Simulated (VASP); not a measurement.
# Cr (P6_3/mmc) in VASP: further runs

Cr is run at these levels: revPBE; tasks: single point.

Program: VASP 6.6.1. These are calculated values, not measurements. Logs are shortened: lines on timing, memory, paths and dates and some standing lists are left out, and cuts for length are marked.

**1. The cell of the first run**

Symmetry: P6_3/mmc, No. 194, hexagonal system. The conventional cell has a = 2.543 Å, b = 2.543 Å, c = 8.978 Å, α = 90.00°, β = 90.00°, γ = 120.00°. Cr (site symmetry -3m) has 12 Cr at 2.54 to 2.68 Å within 3.4 Å. Within 3.4 Å of Cr (site symmetry -6m2) lie 12 Cr at 2.54 to 2.68 Å.

This isn't the form of Cr at room conditions, which is bcc.

**2. Single point, revPBE, collinear spin, ferromagnetic start (12.57 Å³/atom)**

File INCAR:

```
  ALGO = Normal
  EDIFF = 1E-6
  ENCUT = 500
  GGA = RE
  GGA_COMPAT = F
  ISIF = 2
  ISMEAR = -1
  ISPIN = 2
  LASPH = T
  LCHARG = T
  LELF = T
  LMAXMIX = 4
  LORBIT = 11
  LREAL = F
  LVHAR = T
  LWAVE = F
  MAGMOM = 1.5 1.5 1.5 1.5
  NBANDS = 36
  NELM = 200
  PREC = Accurate
  SIGMA = 0.05
```

File KPOINTS:

```
k-points
0
Gamma
  16 16 4
```

File POSCAR:

```
Cr
1.0
    2.5425679495      0.0000000000      0.0000000000
   -1.2712839748      2.2019284351      0.0000000000
    0.0000000000      0.0000000000      8.9784130281
Cr
4
Direct
    1.0000000000      1.0000000000      1.0000000000
    1.0000000000      1.0000000000      0.5000000000
    0.3333333333      0.6666666667      0.2500000000
    0.6666666667      0.3333333333      0.7500000000
```

Potentials or basis: VASP PAW PBE potentials, release 64 (Cr_pv).

Started as:

```sh
> cat potpaw_PBE.64/Cr_pv/POTCAR > POTCAR
> mpirun -np 1 vasp_std > vasp.out
```

OUTCAR:

```text
EDIFF = 1E-6
   ENCUT = 500
   GGA = RE
   ISIF = 2
   ISMEAR = -1
   ISPIN = 2
   LASPH = T
   LORBIT = 11
   LREAL = F
   NELM = 200
   PREC = Accurate

 ion  position               nearest neighbor table
   1  0.000  0.000  0.000-   3 2.68   4 2.68   4 2.68   3 2.68   4 2.68   3 2.68
   2  0.000  0.000  0.500-   3 2.68   4 2.68   4 2.68   3 2.68   4 2.68   3 2.68
   3  0.333  0.667  0.250-   1 2.68   2 2.68   1 2.68   2 2.68   1 2.68   2 2.68
   4  0.667  0.333  0.750-   1 2.68   2 2.68   1 2.68   2 2.68   1 2.68   2 2.68

  LATTYP: Found a hexagonal cell.
 ALAT       =     2.5425679495
 C/A-ratio  =     3.5312381838

  Lattice vectors:

 A1 = (   2.5425679495,   0.0000000000,   0.0000000000)
 A2 = (  -1.2712839748,   2.2019284351,   0.0000000000)
 A3 = (   0.0000000000,   0.0000000000,   8.9784130281)

Analysis of symmetry for initial positions (statically):
=====================================================================
 Subroutine PRICEL returns:
 Original cell was already a primitive cell.

 Routine SETGRP: Setting up the symmetry group for a
 hexagonal supercell.

 Subroutine GETGRP returns: Found 24 space group operations
 (whereof 12 operations were pure point group operations)
 out of a pool of 24 trial point group operations.

The static configuration has the point symmetry D_3d.
 The point group associated with its full space group is D_6h.

Analysis of symmetry for dynamics (positions and initial velocities):
=====================================================================
 Subroutine PRICEL returns:
 Original cell was already a primitive cell.

 Routine SETGRP: Setting up the symmetry group for a
 hexagonal supercell.

 Subroutine GETGRP returns: Found 24 space group operations
 (whereof 12 operations were pure point group operations)
 out of a pool of 24 trial point group operations.

The dynamic configuration has the point symmetry D_3d.
 The point group associated with its full space group is D_6h.

Analysis of structural, dynamic, and magnetic symmetry:
=====================================================================
 Subroutine PRICEL returns:
 Original cell was already a primitive cell.

 Routine SETGRP: Setting up the symmetry group for a
 hexagonal supercell.

 Subroutine GETGRP returns: Found 24 space group operations
 (whereof 12 operations were pure point group operations)
 out of a pool of 24 trial point group operations.

The overall configuration has the point symmetry D_3d.
 The point group associated with its full space group is D_6h.

 Subroutine INISYM returns: Found 24 space group operations
 (whereof 12 operations are pure point group operations),
 and found     1 'primitive' translations

----------------------------------------------------------------------------------------

                                     Primitive cell

  volume of cell :      50.2661

  direct lattice vectors                    reciprocal lattice vectors
     2.542567949  0.000000000  0.000000000     0.393303156  0.227073683  0.000000000
    -1.271283975  2.201928435  0.000000000     0.000000000  0.454147366  0.000000000
     0.000000000  0.000000000  8.978413028     0.000000000  0.000000000  0.111378258

  length of vectors
     2.542567949  2.542567950  8.978413028     0.454147366  0.454147366  0.111378258

  position of ions in fractional coordinates (direct lattice)
     0.000000000  0.000000000  0.000000000
     0.000000000  0.000000000  0.500000000
     0.333333333  0.666666667  0.250000000
     0.666666667  0.333333333  0.750000000

  ion indices of the primitive-cell ions
   primitive index   ion index
                 1           1
                 2           2
                 3           3
                 4           4

----------------------------------------------------------------------------------------

 KPOINTS: k-points

Automatic generation of k-mesh.
 Grid dimensions read from file:
 generate k-points for:   16   16    4

 Generating k-lattice:

  Cartesian coordinates                     Fractional coordinates (reciprocal lattice)
     0.024581447  0.014192105  0.000000000     0.062500000  0.000000000  0.000000000
     0.000000000  0.028384210  0.000000000     0.000000000  0.062500000  0.000000000
     0.000000000  0.000000000  0.027844564     0.000000000  0.000000000  0.250000000

  Length of vectors
     0.028384210  0.028384210  0.027844564

  Shift w.r.t. Gamma in fractional coordinates (k-lattice)
     0.000000000  0.000000000  0.000000000

 Subroutine IBZKPT returns following result:
 ===========================================

 Found     90 irreducible k-points:

 Following reciprocal coordinates:
            Coordinates               Weight
  0.000000  0.000000  0.000000      1.000000
  0.062500  0.000000  0.000000      6.000000
  0.125000  0.000000  0.000000      6.000000
  0.187500 -0.000000  0.000000      6.000000
  0.250000  0.000000  0.000000      6.000000
  0.312500  0.000000  0.000000      6.000000
[... 16 lines left out ...]
  0.187500  0.187500  0.000000      6.000000
  0.250000  0.187500  0.000000     12.000000
 [... further k-points ...]
   k-points           NKPTS =     90   k-points in BZ     NKDIM =     90   number of bands    NBANDS=     36
   number of dos      NEDOS =    301   number of ions     NIONS =      4
   total plane-waves  NPLWV =  28000
   dimension x,y,z NGX =    20 NGY =   20 NGZ =   70
   dimension x,y,z NGXF=    40 NGYF=   40 NGZF=  140
   ions per type =               4
   NGX,Y,Z   is equivalent  to a cutoff of  13.08, 13.08, 12.96 a.u.
   NGXF,Y,Z  is equivalent  to a cutoff of  26.15, 26.15, 25.92 a.u.
 SYSTEM =  unknown system
   PREC   = accura    normal or accurate (medium, high low for compatibility)
   ISTART =      0    job   : 0-new  1-cont  2-samecut
   ICHARG =      2    charge: 1-file 2-atom 10-const
   ISPIN  =      2    spin polarized calculation?
   LNONCOLLINEAR =      F non collinear calculations
   LSORBIT =      F    spin-orbit coupling
   LASPH  =      T    aspherical Exc in radial PAW
   ENCUT  =  500.0 eV  36.75 Ry    6.06 a.u.   4.64  4.64 16.37*2*pi/ulx,y,z
   NELM   =    200;   NELMIN=  2; NELMDL= -5     # of ELM steps
   EDIFF  = 0.1E-05   stopping-criterion for ELM
   LREAL  =      F    real-space projection
   EDIFFG = 0.1E-04   stopping-criterion for IOM
   NSW    =      0    number of steps for IOM
   IBRION =     -1    ionic relax: 0-MD 1-quasi-New 2-CG
   NFREE  =      0    steps in history (QN), initial steepest desc. (CG)
   ISIF   =      2    stress and relaxation
   ISYM   =      2    0-nonsym 1-usesym 2-fastsym
   POTIM  = 0.5000    time-step for ionic-motion
   TEBEG  =    0.0;   TEEND  =   0.0 temperature during run
   PSTRESS=    0.0 pullay stress
   NELECT =      48.0000    total number of electrons
   NUPDOWN=      -1.0000    fix difference up-down
   EMIN   =  10.00;   EMAX   =-10.00  energy-range for DOS
   EFERMI =   0.00;   METHOD = LEGACY
   ISMEAR =    -1;   SIGMA  =   0.05  broadening in eV -4-tet -1-fermi 0-gaus
   EFERMI_NEDOS =   21; number of points for ismear=-14 and -15
   IALGO  =     38    algorithm
   IMIX   =      4    mixing-type and parameters
     AMIX     =   0.40;   BMIX     =  1.00
     AMIX_MAG =   1.60;   BMIX_MAG =  1.00
  volume/ion in A,a.u.               =      12.57        84.80
  Fermi-wavevector in a.u.,A,eV,Ry     =   1.612118  3.046461 35.360508  2.598924
  Thomas-Fermi vector in A             =   2.707399
   LORBIT       =     11    0 simple, 1 ext, 2 COOP (PROOUT), +10 PAW based schemes
   GGA     = RE    functional components
   LHFCALC =     F    Hartree Fock is set to
   AEXX    =    0.0000 exact exchange contribution
   IVDW    =     0    specifies the selected vdW correction
   LEPSILON=     F    determine dielectric tensor
   LRPA    =     F    only Hartree local field effects (RPA)
 spin polarized calculation
  energy-cutoff  :      500.00
  volume of cell :       50.27
 maximum number of plane-waves:      1296
 NGX is ok and might be reduce to    20
   NGX =  9   NGY =  9   NGZ = 33

 number of electron      47.9999993 magnetization       0.0029710

 number of electron      47.9999993 magnetization      -0.0011491

 Free energy of the ion-electron system (eV)
  ---------------------------------------------------
  ext. energy  EPLUGINS =         0.00000000
  ---------------------------------------------------
  free energy    TOTEN  =       -34.82743084 eV

  energy without entropy =      -34.77111797  energy(sigma->0) =      -34.79927441

 E-fermi :   9.7401     XC(G=0): -13.0864

 val. band max:        9.7352574594   @ k =   0.3125   0.2500   0.0000
 cond. band min:       9.7471018263   @ k =   0.1875   0.1875   0.2500
 fundamental gap:      0.0118443669
 Fermi energy:         9.7400633961

 spin component 1

 k-point     1 :       0.0000    0.0000    0.0000
  band No.  band energies     occupation
      1     -33.5310      1.00000
      2     -33.2534      1.00000
      3     -33.2457      1.00000
      4     -32.9599      1.00000
      5     -32.8417      1.00000
      6     -32.8417      1.00000
[... 28 lines left out ...]
     35      11.8477      0.00000
     36      11.8477      0.00000
[... 866 lines left out ...]
      6     -33.1258      1.00000
[... 28 lines left out ...]
     35      13.4413      0.00000
     36      17.1652      0.00000

 [... further k-points ...]

 spin component 2

 k-point     1 :       0.0000    0.0000    0.0000
  band No.  band energies     occupation
      1     -33.5313      1.00000
      2     -33.2541      1.00000
      3     -33.2455      1.00000
      4     -32.9602      1.00000
      5     -32.8421      1.00000
      6     -32.8421      1.00000
[... 28 lines left out ...]
     35      11.8473      0.00000
     36      11.8473      0.00000
[... 866 lines left out ...]
      6     -33.1260      1.00000
[... 28 lines left out ...]
     35      13.4412      0.00000
     36      17.1737      0.00000

 [... further k-points ...]

------------------------ aborting loop because EDIFF is reached ----------------------------------------

  FORCE on cell =-STRESS in cart. coord.  units (eV):
  Direction    XX          YY          ZZ          XY          YZ          ZX
  --------------------------------------------------------------------------------------
  -------------------------------------------------------------------------------------
  Total       -2.7738231     -2.7738231     -2.5800075      0.0000000      0.0000000      0.0000000
  in kB      -88.4125665    -88.4125665    -82.2349075      0.0000000      0.0000000      0.0000000
  external PRESSURE =     -86.3533468 kB  Pullay stress =       0.0000000 kB

 VOLUME and BASIS-vectors are now :
 -----------------------------------------------------------------------------
  energy-cutoff  :      500.00
  volume of cell :       50.27
      direct lattice vectors                 reciprocal lattice vectors
     2.542567949  0.000000000  0.000000000     0.393303156  0.227073683  0.000000000
    -1.271283975  2.201928435  0.000000000     0.000000000  0.454147366  0.000000000
     0.000000000  0.000000000  8.978413028     0.000000000  0.000000000  0.111378258

 POSITION                                       TOTAL-FORCE (eV/Angst)
 -----------------------------------------------------------------------------------
      0.00000      0.00000      0.00000         0.000000      0.000000      0.000000
      0.00000      0.00000      4.48921         0.000000      0.000000      0.000000
     -0.00000      1.46795      2.24460        -0.000000      0.000000     -0.000000
      1.27128      0.73398      6.73381         0.000000      0.000000      0.000000
 -----------------------------------------------------------------------------------
    total drift:                                0.000000     -0.000000      0.000000

  FREE ENERGIE OF THE ION-ELECTRON SYSTEM (eV)
  ---------------------------------------------------
  free  energy   TOTEN  =       -34.8274308443 eV

  energy  without entropy=      -34.7711179658  energy(sigma->0) =      -34.79927441

 total charge

# of ion       s       p       d       tot
------------------------------------------
    1        0.433   6.342   4.144  10.918
    2        0.433   6.342   4.144  10.918
    3        0.433   6.344   4.138  10.914
    4        0.433   6.344   4.138  10.914
--------------------------------------------------
tot          1.731  25.370  16.563  43.664

 magnetization (x)

# of ion       s       p       d       tot
------------------------------------------
    1        0.000   0.000   0.000   0.000
    2        0.000   0.000   0.000   0.000
    3       -0.000  -0.000  -0.000  -0.001
    4       -0.000  -0.000  -0.000  -0.001
--------------------------------------------------
tot         -0.000  -0.000  -0.001  -0.001
```

Run time: 4.1 min. Hardware: 1 thread of AMD EPYC 9R45 (Zen 5), shared host; peak memory 0.3 GiB.

What came out:

```yaml
Free_energy: -34.8274 eV
Pressure: -8.6 GPa
Band_gap_on_the_k_mesh: zero (filled and empty bands overlap)
Net_moment: 0.00 μB per cell
Valence_electrons_inside_the_program's_atomic_spheres: Cr 10.92, 10.91 (each value once)
```

Caveat: the cell stands under tension; the moments typed at the start vanished in this run; the PAW data sets were made with another functional, which shifts forces and pressure a little.

**3. Single point, revPBE, collinear spin, ferromagnetic start (13.05 Å³/atom)**

This run uses another cell than the first one, of 13.05 Å³/atom.

File INCAR:

```
ALGO = Normal ; EDIFF = 1E-6
ENCUT = 500 ; GGA = RE
GGA_COMPAT = False ; ISIF = 2
ISMEAR = -1 ; ISPIN = 2
LASPH = True ; LCHARG = True
LELF = True ; LMAXMIX = 4
LORBIT = 11 ; LREAL = False
LVHAR = True ; LWAVE = False
MAGMOM = 1.5 1.5 1.5 1.5 ; NBANDS = 36
NELM = 200 ; PREC = Accurate
SIGMA = 0.05
```

KPOINTS is that of step 2.

File POSCAR:

```
Cr
1.0
    2.5747557710      0.0000000000      0.0000000000
   -1.2873778855      2.2298039062      0.0000000000
    0.0000000000      0.0000000000      9.0920758922
Cr
4
Direct
    1.0000000000      1.0000000000      1.0000000000
    1.0000000000      1.0000000000      0.5000000000
    0.3333333333      0.6666666667      0.2500000000
    0.6666666667      0.3333333333      0.7500000000
```

Potentials or basis: VASP PAW PBE potentials, release 64 (Cr_pv).

Started as:

```sh
> cat potpaw_PBE.64/Cr_pv/POTCAR > POTCAR
> mpirun -np 1 vasp_std > vasp.out
```

Wall time 4.4 min (1 thread of AMD EPYC 9R45 (Zen 5), shared host); peak memory 0.3 GiB.

The run converged. Its results:

```
Free energy                                           : -34.6847 eV
Pressure                                              : -15.2 GPa
Band gap on the k mesh                                : zero (filled and empty bands overlap)
Net moment                                            : 0.00 μB per cell
Valence electrons inside the program's atomic spheres : Cr 10.85
```

Stress tensor (GPa, compression positive):
```
-15.70   0.00   0.00
  0.00 -15.70   0.00
  0.00   0.00 -14.31
```

Levels at points of the mesh, in eV from the Fermi level:
Spin up:
```tsv
k point	band 20	band 21	band 22	band 23	band 24	band 25	band 26	band 27	band 28	band 29
(0.00, 0.00, 0.00)	-0.36	-0.36	-0.29	-0.29	-0.20	-0.15	-0.15	-0.06	-0.06	1.02
(0.50, 0.00, 0.00)	-1.27	-0.71	-0.29	-0.16	0.82	0.82	1.51	2.01	2.03	2.25
(0.00, 0.00, 0.50)	-0.99	-0.30	-0.30	-0.30	-0.30	-0.14	-0.14	-0.14	-0.14	1.17
(0.50, 0.00, 0.50)	-1.38	0.05	0.05	0.11	0.11	0.54	0.54	1.65	1.65	2.45
```
Spin down:
```csv
k point,band 20,band 21,band 22,band 23,band 24,band 25,band 26,band 27,band 28,band 29
"(0.00, 0.00, 0.00)",-0.36,-0.36,-0.29,-0.29,-0.20,-0.15,-0.15,-0.06,-0.06,1.02
"(0.50, 0.00, 0.00)",-1.27,-0.71,-0.29,-0.16,0.82,0.82,1.51,2.01,2.03,2.25
"(0.00, 0.00, 0.50)",-0.99,-0.30,-0.30,-0.30,-0.30,-0.14,-0.14,-0.14,-0.14,1.17
"(0.50, 0.00, 0.50)",-1.38,0.05,0.05,0.11,0.11,0.54,0.54,1.65,1.65,2.45
```

Caveat: the cell stands under tension; the moments typed at the start vanished in this run; the PAW data sets were made with another functional, which shifts forces and pressure a little.
